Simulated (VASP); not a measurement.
**Mn: single point with r2SCAN**

Mn:

```
CELL_PARAMETERS angstrom
0.00000 2.41431 2.41431
2.41431 0.00000 2.41431
2.41431 2.41431 0.00000
ATOMIC_POSITIONS crystal
Mn 0.12500 0.12500 0.12500
Mn 0.87500 0.87500 0.87500
```

This cell differs from its parent crystal: volume scaled by 0.96.

```json
{
  "Program": "VASP 6.6.1",
  "Task": "single point",
  "Functional": "r2SCAN",
  "Potentials or basis": "VASP PAW PBE potentials, release 64 (Mn_pv)",
  "Cutoff": "520 eV",
  "k mesh": "13 × 13 × 13",
  "Occupations": "fermi-dirac, width 0.05 eV",
  "Spin": "collinear spin, antiferromagnetic start",
  "Starting moments": "[-2.264, 2.264] μB",
  "Dipole correction": "no",
  "Further INCAR settings": "ALGO = Normal; EDIFF = 1e-07; NBANDS = 24"
}
```

```
Pressure                                              : 28.9 GPa
Band gap on the k mesh                                : zero (filled and empty bands touch)
Net moment                                            : 0.00 μB per cell
Site moments                                          : Mn -2.30, +2.30 μB
Valence electrons inside the program's atomic spheres : Mn 12.19
```

Levels at points of the mesh, in eV from the Fermi level:
Spin up:
| k point | band 11 | band 12 | band 13 | band 14 | band 15 | band 16 |
| --- | --- | --- | --- | --- | --- | --- |
| (0.00, 0.00, 0.00) | -3.27 | -3.27 | 0.13 | 0.13 | 0.13 | 2.41 |
Spin down:
```csv
k point,band 11,band 12,band 13,band 14,band 15,band 16
"(0.00, 0.00, 0.00)",-3.27,-3.27,0.13,0.13,0.13,2.41
```

It took 5.2 min on 1 thread of Intel(R) Xeon(R) 6975P-C (Granite Rapids), on a shared host, peak memory 0.23 GiB.

Caveat: the PAW data sets were made with another functional, which shifts forces and pressure a little.
